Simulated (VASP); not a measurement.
# W in VASP: notebook, part 2 of 2

VASP 6.6.1. The steps go on from the part before.

## 3. Single point, LDA (atoms displaced along a vibrational mode)

File INCAR:

```
SYSTEM = W
ALGO     = Normal         ! electronic algorithm
EDIFF    = 1E-6           ! SCF threshold, eV
ENCUT    = 500            ! plane-wave cutoff, eV
GGA_COMPAT= .False.      
ISIF     = 2              ! what is computed and relaxed
ISMEAR   = 0              ! smearing method
LASPH    = .True.         ! aspherical terms in the spheres
LCHARG   = .False.        ! write CHGCAR
LREAL    = .False.        ! projectors in reciprocal space
LWAVE    = .False.        ! write WAVECAR
NBANDS   = 21             ! bands
NELM     = 120            ! most SCF steps
PREC     = Accurate       ! precision mode
SIGMA    = 0.15           ! smearing width, eV
```

File KPOINTS:

```
k-points
0
Gamma
  16 16 12
  0 0 0
```

File POSCAR:

```
W
1.0
    0.0000000000     -1.9864787844     -1.9864787844
    0.0000000000      1.9864787844     -1.9864787844
    3.9729575688      0.0000000000      0.0000000000
W
2
Direct
    0.5101687469      0.4898312531      0.4863074299
   -0.0101687469      0.0101687469      0.0136925701
```

Potentials or basis: VASP PAW LDA potentials, release 64 (W_sv).

Launch:

```sh
$ cat potpaw_LDA.64/W_sv/POTCAR > POTCAR
$ mpirun -np 1 vasp_std > vasp.out
```

OUTCAR:

```text
SYSTEM = W
   EDIFF = 1E-6
   ENCUT = 500
   ISIF = 2
   ISMEAR = 0
   LASPH = .True.
   LREAL = .False.
   NELM = 120
   PREC = Accurate

 ion  position               nearest neighbor table
   1  0.510  0.490  0.486-   2 2.68   2 2.73   2 2.73   2 2.79   2 2.83   2 2.89   2 2.89   2 2.94

   2  0.990  0.010  0.014-   1 2.68   1 2.73   1 2.73   1 2.79   1 2.83   1 2.89   1 2.89   1 2.94

  LATTYP: Found a simple tetragonal cell.
 ALAT       =     2.8093052383
 C/A-ratio  =     1.4142135624

  Lattice vectors:

 A1 = (   0.0000000000,  -1.9864787844,  -1.9864787844)
 A2 = (   0.0000000000,   1.9864787844,  -1.9864787844)
 A3 = (   3.9729575688,   0.0000000000,   0.0000000000)

Analysis of symmetry for initial positions (statically):
=====================================================================
 Subroutine PRICEL returns:
 Original cell was already a primitive cell.

 Routine SETGRP: Setting up the symmetry group for a
 simple tetragonal supercell.

 Subroutine GETGRP returns: Found  4 space group operations
 (whereof  2 operations were pure point group operations)
 out of a pool of 16 trial point group operations.

The static configuration has the point symmetry C_1h.
 The point group associated with its full space group is C_2h.

Analysis of symmetry for dynamics (positions and initial velocities):
=====================================================================
 Subroutine PRICEL returns:
 Original cell was already a primitive cell.

 Routine SETGRP: Setting up the symmetry group for a
 simple tetragonal supercell.

 Subroutine GETGRP returns: Found  4 space group operations
 (whereof  2 operations were pure point group operations)
 out of a pool of 16 trial point group operations.

The dynamic configuration has the point symmetry C_1h.
 The point group associated with its full space group is C_2h.

 Subroutine INISYM returns: Found  4 space group operations
 (whereof  2 operations are pure point group operations),
 and found     1 'primitive' translations

----------------------------------------------------------------------------------------

                                     Primitive cell

  volume of cell :      31.3554

  direct lattice vectors                    reciprocal lattice vectors
     0.000000000 -1.986478784 -1.986478784     0.000000000 -0.251701656 -0.251701656
     0.000000000  1.986478784 -1.986478784     0.000000000  0.251701656 -0.251701656
     3.972957569  0.000000000  0.000000000     0.251701656  0.000000000  0.000000000

  length of vectors
     2.809305238  2.809305238  3.972957569     0.355959896  0.355959896  0.251701656

  position of ions in fractional coordinates (direct lattice)
     0.510168747  0.489831253  0.486307430
     0.989831253  0.010168747  0.013692570

  ion indices of the primitive-cell ions
   primitive index   ion index
                 1           1
                 2           2

----------------------------------------------------------------------------------------

 KPOINTS: k-points

Automatic generation of k-mesh.
 Grid dimensions read from file:
 generate k-points for:   16   16   12

 Generating k-lattice:

  Cartesian coordinates                     Fractional coordinates (reciprocal lattice)
     0.000000000 -0.015731354 -0.015731354     0.062500000  0.000000000  0.000000000
     0.000000000  0.015731354 -0.015731354     0.000000000  0.062500000  0.000000000
     0.020975138  0.000000000  0.000000000     0.000000000  0.000000000  0.083333333

  Length of vectors
     0.022247493  0.022247493  0.020975138

  Shift w.r.t. Gamma in fractional coordinates (k-lattice)
     0.000000000  0.000000000  0.000000000

 Subroutine IBZKPT returns following result:
 ===========================================

 Found    826 irreducible k-points:

 Following reciprocal coordinates:
            Coordinates               Weight
  0.000000  0.000000  0.000000      1.000000
  0.062500  0.000000  0.000000      4.000000
  0.125000  0.000000  0.000000      4.000000
  0.187500  0.000000  0.000000      4.000000
  0.250000  0.000000  0.000000      4.000000
  0.312500  0.000000  0.000000      4.000000
[... 16 lines left out ...]
 -0.062500  0.437500  0.000000      4.000000
  0.500000  0.062500  0.000000      4.000000
 [... further k-points ...]
   k-points           NKPTS =    826   k-points in BZ     NKDIM =    826   number of bands    NBANDS=     21
   number of dos      NEDOS =    301   number of ions     NIONS =      2
   total plane-waves  NPLWV =  12000
   dimension x,y,z NGX =    20 NGY =   20 NGZ =   30
   dimension x,y,z NGXF=    40 NGYF=   40 NGZF=   60
   ions per type =               2
   NGX,Y,Z   is equivalent  to a cutoff of  11.84, 11.84, 12.55 a.u.
   NGXF,Y,Z  is equivalent  to a cutoff of  23.67, 23.67, 25.11 a.u.
 SYSTEM =  W
   PREC   = accura    normal or accurate (medium, high low for compatibility)
   ISTART =      0    job   : 0-new  1-cont  2-samecut
   ICHARG =      2    charge: 1-file 2-atom 10-const
   ISPIN  =      1    spin polarized calculation?
   LNONCOLLINEAR =      F non collinear calculations
   LSORBIT =      F    spin-orbit coupling
   LASPH  =      T    aspherical Exc in radial PAW
   ENCUT  =  500.0 eV  36.75 Ry    6.06 a.u.   5.12  5.12  7.24*2*pi/ulx,y,z
   NELM   =    120;   NELMIN=  2; NELMDL= -5     # of ELM steps
   EDIFF  = 0.1E-05   stopping-criterion for ELM
   LREAL  =      F    real-space projection
   EDIFFG = 0.1E-04   stopping-criterion for IOM
   NSW    =      0    number of steps for IOM
   IBRION =     -1    ionic relax: 0-MD 1-quasi-New 2-CG
   NFREE  =      0    steps in history (QN), initial steepest desc. (CG)
   ISIF   =      2    stress and relaxation
   ISYM   =      2    0-nonsym 1-usesym 2-fastsym
   POTIM  = 0.5000    time-step for ionic-motion
   TEBEG  =    0.0;   TEEND  =   0.0 temperature during run
   PSTRESS=    0.0 pullay stress
   NELECT =      28.0000    total number of electrons
   NUPDOWN=      -1.0000    fix difference up-down
   EMIN   =  10.00;   EMAX   =-10.00  energy-range for DOS
   EFERMI =   0.00;   METHOD = LEGACY
   ISMEAR =     0;   SIGMA  =   0.15  broadening in eV -4-tet -1-fermi 0-gaus
   EFERMI_NEDOS =   21; number of points for ismear=-14 and -15
   IALGO  =     38    algorithm
   IMIX   =      4    mixing-type and parameters
     AMIX     =   0.40;   BMIX     =  1.00
     AMIX_MAG =   1.60;   BMIX_MAG =  1.00
  volume/ion in A,a.u.               =      15.68       105.80
  Fermi-wavevector in a.u.,A,eV,Ry     =   1.576486  2.979127 33.814690  2.485310
  Thomas-Fermi vector in A             =   2.677312
   LORBIT       =      0    0 simple, 1 ext, 2 COOP (PROOUT), +10 PAW based schemes
   GGA     = CA    functional components
   LHFCALC =     F    Hartree Fock is set to
   AEXX    =    0.0000 exact exchange contribution
   IVDW    =     0    specifies the selected vdW correction
   LEPSILON=     F    determine dielectric tensor
   LRPA    =     F    only Hartree local field effects (RPA)
 non-spin polarized calculation
 Gauss-broadening in eV      SIGMA  =   0.15
  energy-cutoff  :      500.00
  volume of cell :       31.36
 maximum number of plane-waves:       830
   NGX = 11   NGY = 11   NGZ = 15

 number of electron      28.0000006 magnetization

 Free energy of the ion-electron system (eV)
  ---------------------------------------------------
  ext. energy  EPLUGINS =         0.00000000
  ---------------------------------------------------
  free energy    TOTEN  =       -27.12961379 eV

  energy without entropy =      -27.10470521  energy(sigma->0) =      -27.11715950

 E-fermi :  11.0281     XC(G=0): -13.8708

 val. band max:       11.0261767056   @ k =   0.1250   0.0000   0.4167
 cond. band min:      11.0293299747   @ k =   0.0625  -0.3125   0.1667
 fundamental gap:      0.0031532691
 Fermi energy:        11.0280627576

 k-point     1 :       0.0000    0.0000    0.0000
  band No.  band energies     occupation
      1     -62.1350      2.00000
      2     -61.9427      2.00000
      3     -27.2316      2.00000
      4     -26.4530      2.00000
      5     -26.4495      2.00000
      6     -25.9471      2.00000
[... 13 lines left out ...]
     20      17.1275      0.00000
     21      23.2720      0.00000
[... 529 lines left out ...]
 k-point    24 :       0.5000    0.0625    0.0000
  band No.  band energies     occupation
      1     -62.0043      2.00000
      2     -61.9799      2.00000
      3     -26.9923      2.00000
      4     -26.9815      2.00000
      5     -26.5412      2.00000
      6     -26.4098      2.00000
[... 13 lines left out ...]
     20      18.2632      0.00000
     21      23.7200      0.00000

 [... further k-points ...]

------------------------ aborting loop because EDIFF is reached ----------------------------------------

  FORCE on cell =-STRESS in cart. coord.  units (eV):
  Direction    XX          YY          ZZ          XY          YZ          ZX
  --------------------------------------------------------------------------------------
  -------------------------------------------------------------------------------------
  Total        0.0041853      0.9861317      1.1772512     -0.3533767      0.0000000      0.0000000
  in kB        0.2138557     50.3887665     60.1544765    -18.0566319      0.0000000      0.0000000
  external PRESSURE =      36.9190329 kB  Pullay stress =       0.0000000 kB

 VOLUME and BASIS-vectors are now :
 -----------------------------------------------------------------------------
  energy-cutoff  :      500.00
  volume of cell :       31.36
      direct lattice vectors                 reciprocal lattice vectors
     0.000000000 -1.986478784 -1.986478784     0.000000000 -0.251701656 -0.251701656
     0.000000000  1.986478784 -1.986478784     0.000000000  0.251701656 -0.251701656
     3.972957569  0.000000000  0.000000000     0.251701656  0.000000000  0.000000000

 POSITION                                       TOTAL-FORCE (eV/Angst)
 -----------------------------------------------------------------------------------
      1.93208     -0.04040     -1.98648         1.676246      0.261186      0.000000
      0.05440     -1.94608     -1.98648        -1.676246     -0.261186      0.000000
 -----------------------------------------------------------------------------------
    total drift:                                0.000000     -0.000000     -0.000000

  FREE ENERGIE OF THE ION-ELECTRON SYSTEM (eV)
  ---------------------------------------------------
  free  energy   TOTEN  =       -27.1296137893 eV

  energy  without entropy=      -27.1047052114  energy(sigma->0) =      -27.11715950
```

It took 4.5 min on 1 thread of Intel Xeon Platinum 8259CL at 2.50GHz (Skylake/Cascade Lake), shared host; peak memory 0.46 GiB.

What came out:

| Property | Result |
| --- | --- |
| Free energy | -27.1296 eV |
| Pressure | 3.7 GPa |
| Largest force | 1.696 eV/Å |
| Band gap on the k mesh | zero (bands 14 and 15 overlap by 3.92 eV) |

Forces in eV/Å, atoms in the order of the input:
```
W    1.676  0.261  0.000
W   -1.676 -0.261  0.000
```

Levels at points of the mesh, in eV from the Fermi level:
| k point | band 10 | band 11 | band 12 | band 13 | band 14 | band 15 | band 16 | band 17 | band 18 | band 19 |
| --- | --- | --- | --- | --- | --- | --- | --- | --- | --- | --- |
| (0.00, 0.00, 0.00) | -5.85 | -4.89 | -0.73 | -0.68 | -0.59 | 2.29 | 2.59 | 3.86 | 5.26 | 6.00 |
| (0.50, 0.00, 0.00) | -4.04 | -2.63 | -2.33 | -1.89 | -1.48 | 0.62 | 0.68 | 2.27 | 2.80 | 6.79 |
| (0.50, 0.50, 0.00) | -5.83 | -4.83 | -4.81 | 3.34 | 3.45 | 5.22 | 5.38 | 5.94 | 6.01 | 6.08 |
| (0.00, 0.00, 0.50) | -5.99 | -3.63 | -2.76 | -0.90 | 0.54 | 1.33 | 1.34 | 1.97 | 1.99 | 3.45 |
| (0.50, 0.00, 0.50) | -5.85 | -1.00 | -0.99 | -0.93 | -0.86 | 0.92 | 0.93 | 5.20 | 5.26 | 5.35 |
| (0.50, 0.50, 0.50) | -4.02 | -2.38 | -2.36 | -1.81 | -1.80 | 1.35 | 1.36 | 6.10 | 6.11 | 10.28 |

Caveat: the cell differs from its parent crystal (atoms displaced along a vibrational mode); the cell stands under pressure; spin-orbit coupling is left out, which moves the levels of the heavy elements; forces of over 1 eV/Å act on the atoms, so gaps and moduli don't describe the material at rest.

## 4. Single point, LDA (atoms displaced along a vibrational mode)

File INCAR:

```
SYSTEM = W
ALGO = Normal
EDIFF = 1E-6
ENCUT = 500
GGA = CA
GGA_COMPAT = .False.
ISIF = 2
ISMEAR = 0
LASPH = .True.
LCHARG = .False.
LREAL = .False.
LWAVE = .False.
NBANDS = 21
NELM = 120
PREC = Accurate
SIGMA = 0.15
```

KPOINTS is that of step 3.

File POSCAR:

```
W
1.0
    0.0000000000     -1.9864787844     -1.9864787844
    0.0000000000      1.9864787844     -1.9864787844
    3.9729575688      0.0000000000      0.0000000000
W
2
Direct
    0.5000000000      0.5000000000      0.4828842874
    0.0000000000      0.0000000000      0.0171157126
```

Launch:

```sh
$ cat potpaw_LDA.64/W_sv/POTCAR > POTCAR
$ mpirun -np 1 vasp_std > vasp.out
```

Wall time 1.9 min (1 thread of Intel Xeon 8259CL, shared host); peak memory 0.25 GiB.

The run converged. Its results:

- Free energy: -27.0884 eV
- Pressure: 4.2 GPa
- Largest force: 2.089 eV/Å
- Band gap on the k mesh: zero (bands 14 and 15 overlap by 3.84 eV)

Forces on the atoms (eV/Å):
```
W    2.089  0.000  0.000
W   -2.089  0.000  0.000
```

Stress tensor (GPa, compression positive):
```
-1.68  0.00  0.00
 0.00  7.15  0.00
 0.00  0.00  7.15
```

Levels at points of the mesh, in eV from the Fermi level:
| k point | band 11 | band 12 | band 13 | band 14 | band 15 | band 16 | band 17 | band 18 |
| --- | --- | --- | --- | --- | --- | --- | --- | --- |
| (0.00, 0.00, 0.00) | -4.94 | -0.69 | -0.69 | -0.64 | 2.17 | 2.52 | 4.03 | 5.30 |
| (0.50, 0.00, 0.00) | -2.58 | -2.58 | -1.58 | -1.58 | 0.52 | 0.52 | 2.59 | 2.59 |
| (0.50, 0.50, 0.00) | -4.83 | -4.83 | 3.44 | 3.44 | 5.21 | 5.21 | 5.93 | 5.93 |
| (0.00, 0.00, 0.50) | -3.74 | -2.64 | -1.05 | 0.81 | 1.18 | 1.18 | 2.03 | 2.03 |
| (0.50, 0.00, 0.50) | -1.02 | -1.02 | -0.91 | -0.91 | 0.91 | 0.91 | 5.22 | 5.22 |
| (0.50, 0.50, 0.50) | -2.45 | -2.45 | -1.75 | -1.75 | 1.34 | 1.34 | 6.09 | 6.09 |

Caveat: the cell differs from its parent crystal (atoms displaced along a vibrational mode); the cell stands under pressure; spin-orbit coupling is left out, which moves the levels of the heavy elements; forces of over 1 eV/Å act on the atoms, so gaps and moduli don't describe the material at rest.

## 5. The runs side by side

```csv
cell,gap on the mesh (eV),pressure (GPa),largest force (eV/Å)
"as given, atomic positions A",none,4.6,2.05
"as given, atomic positions B",none,3.7,1.70
"as given, atomic positions C",none,4.2,2.09
```

Alike in all rows: task single point; level LDA; potentials or basis VASP PAW LDA potentials, release 64 (W_sv); no spin polarisation; k mesh 16 × 16 × 12; cutoff (eV) 500; smearing gaussian 0.15 eV.

Caveats: the cell stands under pressure; spin-orbit coupling is left out, which moves the levels of the heavy elements; forces of over 1 eV/Å act on the atoms, so gaps and moduli don't describe the material at rest.

Absolute energies hang on the potentials; compare differences alone.
